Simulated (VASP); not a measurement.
# Hf (P6_3/mmc) in VASP: a series of runs

Runs on Hf. Level: LDA. Tasks: single point.

Program: VASP 6.6.1. These are calculated values, not measurements. Logs are shortened: lines on timing, memory, paths and dates and some standing lists are left out, and cuts for length are marked.

**1. The cell of the first run**

Symmetry: P6_3/mmc, No. 194, hexagonal system. The conventional cell has a = 3.118 Å, b = 3.118 Å, c = 4.948 Å, α = 90.00°, β = 90.00°, γ = 120.00°. Hf (site symmetry -6m2) has 12 Hf at 3.06 to 3.12 Å within 4.0 Å.

**2. Single point, LDA**

INCAR reads:

```
SYSTEM = Hf
  PREC = Accurate
  ENCUT = 520
  EDIFF = 1E-6
  ISMEAR = 0
  SIGMA = 0.3
  LREAL = .FALSE.
  LASPH = .TRUE.
  NELM = 60
  ALGO = Normal
  ISIF = 2
  LWAVE = .FALSE.
  LCHARG = .FALSE.
  GGA = CA
  NBANDS = 17
```

KPOINTS reads:

```
regular mesh
0
G
  12 12 7
  0 0 0
```

POSCAR reads:

```
Hf
1.0
    3.1183974891      0.0000000000      0.0000000000
   -1.5591987445      2.7006114446      0.0000000000
    0.0000000000      0.0000000000      4.9475473504
Hf
2
Direct
    0.3333333333      0.6666666667      0.2500000000
    0.6666666667      0.3333333333      0.7500000000
```

Potentials or basis: VASP PAW LDA potentials, release 64 (Hf_pv).

Launch:

```sh
$ cat potpaw_LDA.64/Hf_pv/POTCAR > POTCAR
$ mpirun -np 1 vasp_std > vasp.out
```

OUTCAR:

```text
SYSTEM = Hf
   PREC = Accurate
   ENCUT = 520
   EDIFF = 1E-6
   ISMEAR = 0
   LREAL = .FALSE.
   LASPH = .TRUE.
   NELM = 60
   ISIF = 2
   GGA = CA

 ion  position               nearest neighbor table
   1  0.333  0.667  0.250-   2 3.06   2 3.06   2 3.06   2 3.06   2 3.06   2 3.06
   2  0.667  0.333  0.750-   1 3.06   1 3.06   1 3.06   1 3.06   1 3.06   1 3.06

  LATTYP: Found a hexagonal cell.
 ALAT       =     3.1183974891
 C/A-ratio  =     1.5865672570

  Lattice vectors:

 A1 = (   3.1183974891,   0.0000000000,   0.0000000000)
 A2 = (  -1.5591987445,   2.7006114446,   0.0000000000)
 A3 = (   0.0000000000,   0.0000000000,   4.9475473504)

Analysis of symmetry for initial positions (statically):
=====================================================================
 Subroutine PRICEL returns:
 Original cell was already a primitive cell.

 Routine SETGRP: Setting up the symmetry group for a
 hexagonal supercell.

 Subroutine GETGRP returns: Found 24 space group operations
 (whereof 12 operations were pure point group operations)
 out of a pool of 24 trial point group operations.

The static configuration has the point symmetry D_3d.
 The point group associated with its full space group is D_6h.

Analysis of symmetry for dynamics (positions and initial velocities):
=====================================================================
 Subroutine PRICEL returns:
 Original cell was already a primitive cell.

 Routine SETGRP: Setting up the symmetry group for a
 hexagonal supercell.

 Subroutine GETGRP returns: Found 24 space group operations
 (whereof 12 operations were pure point group operations)
 out of a pool of 24 trial point group operations.

The dynamic configuration has the point symmetry D_3d.
 The point group associated with its full space group is D_6h.

 Subroutine INISYM returns: Found 24 space group operations
 (whereof 12 operations are pure point group operations),
 and found     1 'primitive' translations

----------------------------------------------------------------------------------------

                                     Primitive cell

  volume of cell :      41.6662

  direct lattice vectors                    reciprocal lattice vectors
     3.118397489  0.000000000  0.000000000     0.320677529  0.185143257  0.000000000
    -1.559198744  2.700611445  0.000000000     0.000000000  0.370286515  0.000000000
     0.000000000  0.000000000  4.947547350     0.000000000  0.000000000  0.202120350

  length of vectors
     3.118397489  3.118397489  4.947547350     0.370286515  0.370286515  0.202120350

  position of ions in fractional coordinates (direct lattice)
     0.333333333  0.666666667  0.250000000
     0.666666667  0.333333333  0.750000000

  ion indices of the primitive-cell ions
   primitive index   ion index
                 1           1
                 2           2

----------------------------------------------------------------------------------------

 KPOINTS: regular mesh

Automatic generation of k-mesh.
 Grid dimensions read from file:
 generate k-points for:   12   12    7

 Generating k-lattice:

  Cartesian coordinates                     Fractional coordinates (reciprocal lattice)
     0.026723127  0.015428605  0.000000000     0.083333333  0.000000000  0.000000000
     0.000000000  0.030857210  0.000000000     0.000000000  0.083333333  0.000000000
     0.000000000  0.000000000  0.028874336     0.000000000  0.000000000  0.142857143

  Length of vectors
     0.030857210  0.030857210  0.028874336

  Shift w.r.t. Gamma in fractional coordinates (k-lattice)
     0.000000000  0.000000000  0.000000000

 Subroutine IBZKPT returns following result:
 ===========================================

 Found     76 irreducible k-points:

 Following reciprocal coordinates:
            Coordinates               Weight
  0.000000  0.000000  0.000000      1.000000
  0.083333 -0.000000  0.000000      6.000000
  0.166667 -0.000000  0.000000      6.000000
  0.250000 -0.000000  0.000000      6.000000
  0.333333 -0.000000  0.000000      6.000000
  0.416667 -0.000000  0.000000      6.000000
[... 16 lines left out ...]
  0.250000 -0.000000  0.142857     12.000000
  0.333333 -0.000000  0.142857     12.000000
 [... further k-points ...]
   k-points           NKPTS =     76   k-points in BZ     NKDIM =     76   number of bands    NBANDS=     17
   number of dos      NEDOS =    301   number of ions     NIONS =      2
   total plane-waves  NPLWV =  23040
   dimension x,y,z NGX =    24 NGY =   24 NGZ =   40
   dimension x,y,z NGXF=    48 NGYF=   48 NGZF=   80
   ions per type =               2
   NGX,Y,Z   is equivalent  to a cutoff of  12.79, 12.79, 13.44 a.u.
   NGXF,Y,Z  is equivalent  to a cutoff of  25.59, 25.59, 26.88 a.u.
 SYSTEM =  Hf
   PREC   = accura    normal or accurate (medium, high low for compatibility)
   ISTART =      0    job   : 0-new  1-cont  2-samecut
   ICHARG =      2    charge: 1-file 2-atom 10-const
   ISPIN  =      1    spin polarized calculation?
   LNONCOLLINEAR =      F non collinear calculations
   LSORBIT =      F    spin-orbit coupling
   LASPH  =      T    aspherical Exc in radial PAW
   ENCUT  =  520.0 eV  38.22 Ry    6.18 a.u.   5.80  5.80  9.20*2*pi/ulx,y,z
   NELM   =     60;   NELMIN=  2; NELMDL= -5     # of ELM steps
   EDIFF  = 0.1E-05   stopping-criterion for ELM
   LREAL  =      F    real-space projection
   EDIFFG = 0.1E-04   stopping-criterion for IOM
   NSW    =      0    number of steps for IOM
   IBRION =     -1    ionic relax: 0-MD 1-quasi-New 2-CG
   NFREE  =      0    steps in history (QN), initial steepest desc. (CG)
   ISIF   =      2    stress and relaxation
   ISYM   =      2    0-nonsym 1-usesym 2-fastsym
   POTIM  = 0.5000    time-step for ionic-motion
   TEBEG  =    0.0;   TEEND  =   0.0 temperature during run
   PSTRESS=    0.0 pullay stress
   NELECT =      20.0000    total number of electrons
   NUPDOWN=      -1.0000    fix difference up-down
   EMIN   =  10.00;   EMAX   =-10.00  energy-range for DOS
   EFERMI =   0.00;   METHOD = LEGACY
   ISMEAR =     0;   SIGMA  =   0.30  broadening in eV -4-tet -1-fermi 0-gaus
   EFERMI_NEDOS =   21; number of points for ismear=-14 and -15
   IALGO  =     38    algorithm
   IMIX   =      4    mixing-type and parameters
     AMIX     =   0.40;   BMIX     =  1.00
     AMIX_MAG =   1.60;   BMIX_MAG =  1.00
  volume/ion in A,a.u.               =      20.83       140.59
  Fermi-wavevector in a.u.,A,eV,Ry     =   1.281810  2.422270 22.354873  1.643037
  Thomas-Fermi vector in A             =   2.414158
   LORBIT       =      0    0 simple, 1 ext, 2 COOP (PROOUT), +10 PAW based schemes
   GGA     = CA    functional components
   LHFCALC =     F    Hartree Fock is set to
   AEXX    =    0.0000 exact exchange contribution
   IVDW    =     0    specifies the selected vdW correction
   LEPSILON=     F    determine dielectric tensor
   LRPA    =     F    only Hartree local field effects (RPA)
 non-spin polarized calculation
 Gauss-broadening in eV      SIGMA  =   0.30
  energy-cutoff  :      520.00
  volume of cell :       41.67
 maximum number of plane-waves:      1136
 NGX is ok and might be reduce to    24
   NGX = 11   NGY = 11   NGZ = 19

 number of electron      19.9999997 magnetization

 Free energy of the ion-electron system (eV)
  ---------------------------------------------------
  ext. energy  EPLUGINS =         0.00000000
  ---------------------------------------------------
  free energy    TOTEN  =       -21.42629926 eV

  energy without entropy =      -21.34944350  energy(sigma->0) =      -21.38787138

 E-fermi :   5.2687     XC(G=0): -11.7988

 val. band max:        5.2521280900   @ k =   0.3333   0.3333   0.4286
 cond. band min:       5.2750309983   @ k =   0.3333   0.1667   0.4286
 fundamental gap:      0.0229029083
 Fermi energy:         5.2686982681

 k-point     1 :       0.0000    0.0000    0.0000
  band No.  band energies     occupation
      1     -25.5947      2.00000
      2     -24.6464      2.00000
      3     -24.6464      2.00000
      4     -24.4856      2.00000
      5     -24.4856      2.00000
      6     -24.4801      2.00000
[... 9 lines left out ...]
     16       8.0222      0.00000
     17      10.9490      0.00000

 k-point     2 :       0.0833   -0.0000    0.0000
  band No.  band energies     occupation
      1     -25.5716      2.00000
      2     -24.6972      2.00000
      3     -24.6633      2.00000
      4     -24.5392      2.00000
      5     -24.4923      2.00000
      6     -24.4905      2.00000
[... 9 lines left out ...]
     16       7.8059      0.00000
     17      11.1281      0.00000

 k-point     3 :       0.1667   -0.0000    0.0000
  band No.  band energies     occupation
      1     -25.5053      2.00000
      2     -24.8357      2.00000
      3     -24.7076      2.00000
      4     -24.6812      2.00000
      5     -24.5221      2.00000
      6     -24.5118      2.00000
[... 9 lines left out ...]
     16       8.1259      0.00000
     17      11.4966      0.00000

 k-point     4 :       0.2500   -0.0000    0.0000
  band No.  band energies     occupation
      1     -25.4050      2.00000
      2     -25.0243      2.00000
      3     -24.8653      2.00000
      4     -24.7654      2.00000
      5     -24.5747      2.00000
      6     -24.5405      2.00000
[... 9 lines left out ...]
     16       9.0707      0.00000
     17      11.8344      0.00000

 k-point     5 :       0.3333   -0.0000    0.0000
  band No.  band energies     occupation
      1     -25.2861      2.00000
      2     -25.2114      2.00000
      3     -25.0398      2.00000
      4     -24.8209      2.00000
      5     -24.6455      2.00000
      6     -24.5708      2.00000
[... 9 lines left out ...]
     16      10.2393      0.00000
     17      12.0590      0.00000

 k-point     6 :       0.4167   -0.0000    0.0000
  band No.  band energies     occupation
      1     -25.3468      2.00000
      2     -25.1745      2.00000
      3     -25.1625      2.00000
      4     -24.8603      2.00000
      5     -24.7218      2.00000
      6     -24.5936      2.00000
[... 9 lines left out ...]
     16      11.4222      0.00000
     17      12.1748      0.00000

 k-point     7 :       0.5000   -0.0000    0.0000
  band No.  band energies     occupation
      1     -25.3960      2.00000
      2     -25.2065      2.00000
      3     -25.1216      2.00000
      4     -24.8746      2.00000
      5     -24.7617      2.00000
      6     -24.6021      2.00000
[... 9 lines left out ...]
     16      12.2091      0.00000
     17      12.8379      0.00000

 k-point     8 :       0.0833    0.0833    0.0000
  band No.  band energies     occupation
      1     -25.5268      2.00000
      2     -24.7815      2.00000
      3     -24.7178      2.00000
      4     -24.6162      2.00000
      5     -24.5126      2.00000
      6     -24.5115      2.00000
[... 9 lines left out ...]
     16       7.9898      0.00000
     17      11.3361      0.00000
[... 203 lines left out ...]
      1     -25.2565      2.00000
      2     -25.0860      2.00000
      3     -25.0860      2.00000
      4     -24.9293      2.00000
      5     -24.9293      2.00000
      6     -24.8993      2.00000
[... 9 lines left out ...]
     16      11.3933      0.00000
     17      11.5075      0.00000

 k-point    20 :       0.0000    0.0000    0.1429
  band No.  band energies     occupation
      1     -25.5438      2.00000
      2     -24.6385      2.00000
      3     -24.6385      2.00000
      4     -24.5402      2.00000
      5     -24.4937      2.00000
      6     -24.4937      2.00000
[... 9 lines left out ...]
     16       8.3483      0.00000
     17      11.0343      0.00000

 k-point    21 :       0.0833   -0.0000    0.1429
  band No.  band energies     occupation
      1     -25.5236      2.00000
      2     -24.6879      2.00000
      3     -24.6549      2.00000
      4     -24.5876      2.00000
      5     -24.5078      2.00000
      6     -24.5008      2.00000
[... 9 lines left out ...]
     16       8.2176      0.00000
     17      11.1797      0.00000

 k-point    22 :       0.1667   -0.0000    0.1429
  band No.  band energies     occupation
      1     -25.4673      2.00000
      2     -24.8219      2.00000
      3     -24.7238      2.00000
      4     -24.6981      2.00000
      5     -24.5370      2.00000
      6     -24.5216      2.00000
[... 9 lines left out ...]
     16       8.2439      0.00000
     17      11.4700      0.00000

 k-point    23 :       0.2500   -0.0000    0.1429
  band No.  band energies     occupation
      1     -25.3903      2.00000
      2     -24.9982      2.00000
      3     -24.9014      2.00000
      4     -24.7545      2.00000
      5     -24.5815      2.00000
      6     -24.5519      2.00000
[... 9 lines left out ...]
     16       8.9822      0.00000
     17      11.7223      0.00000

 k-point    24 :       0.3333   -0.0000    0.1429
  band No.  band energies     occupation
      1     -25.3454      2.00000
      2     -25.1375      2.00000
      3     -25.0578      2.00000
      4     -24.8088      2.00000
      5     -24.6410      2.00000
      6     -24.5835      2.00000
[... 9 lines left out ...]
     16      10.0685      0.00000
     17      11.8948      0.00000

 [... further k-points ...]

------------------------ aborting loop because EDIFF is reached ----------------------------------------

  FORCE on cell =-STRESS in cart. coord.  units (eV):
  Direction    XX          YY          ZZ          XY          YZ          ZX
  --------------------------------------------------------------------------------------
  -------------------------------------------------------------------------------------
  Total        0.0154735      0.0154735      0.0570071      0.0000000     -0.0000000      0.0000000
  in kB        0.5949973      0.5949973      2.1920797      0.0000000     -0.0000000      0.0000000
  external PRESSURE =       1.1273581 kB  Pullay stress =       0.0000000 kB

 VOLUME and BASIS-vectors are now :
 -----------------------------------------------------------------------------
  energy-cutoff  :      520.00
  volume of cell :       41.67
      direct lattice vectors                 reciprocal lattice vectors
     3.118397489  0.000000000  0.000000000     0.320677529  0.185143257  0.000000000
    -1.559198744  2.700611445  0.000000000     0.000000000  0.370286515  0.000000000
     0.000000000  0.000000000  4.947547350     0.000000000  0.000000000  0.202120350

 POSITION                                       TOTAL-FORCE (eV/Angst)
 -----------------------------------------------------------------------------------
     -0.00000      1.80041      1.23689         0.000000     -0.000000      0.000000
      1.55920      0.90020      3.71066        -0.000000      0.000000      0.000000
 -----------------------------------------------------------------------------------
    total drift:                               -0.000000      0.000000     -0.000000

  FREE ENERGIE OF THE ION-ELECTRON SYSTEM (eV)
  ---------------------------------------------------
  free  energy   TOTEN  =       -21.4262992586 eV

  energy  without entropy=      -21.3494434976  energy(sigma->0) =      -21.38787138
```

Run time: 18 s. Hardware: 1 thread of Intel Xeon Platinum 8488C (Sapphire Rapids), shared host; peak memory 0.17 GiB.

Results:

```
Free energy            : -21.4263 eV
Pressure               : 0.1 GPa
Band gap on the k mesh : zero (bands 10 and 11 overlap by 1.41 eV)
```

Stress tensor (GPa, compression positive):
```
0.06 0.00 0.00
0.00 0.06 0.00
0.00 0.00 0.22
```

Levels at points of the mesh, in eV from the Fermi level:
| k point | band 6 | band 7 | band 8 | band 9 | band 10 | band 11 | band 12 | band 13 | band 14 | band 15 |
| --- | --- | --- | --- | --- | --- | --- | --- | --- | --- | --- |
| (0.00, 0.00, 0.00) | -29.75 | -7.51 | -3.90 | 1.09 | 1.16 | 1.16 | 1.44 | 2.05 | 2.05 | 2.75 |
| (0.50, 0.00, 0.00) | -29.87 | -3.41 | -3.00 | -2.43 | -0.52 | 0.75 | 0.98 | 1.81 | 6.34 | 6.90 |

Caveat: so wide a smearing shifts energies and pressures; spin-orbit coupling is left out, which moves the levels of the heavy elements.

(Part 1 of 2 ends here.)
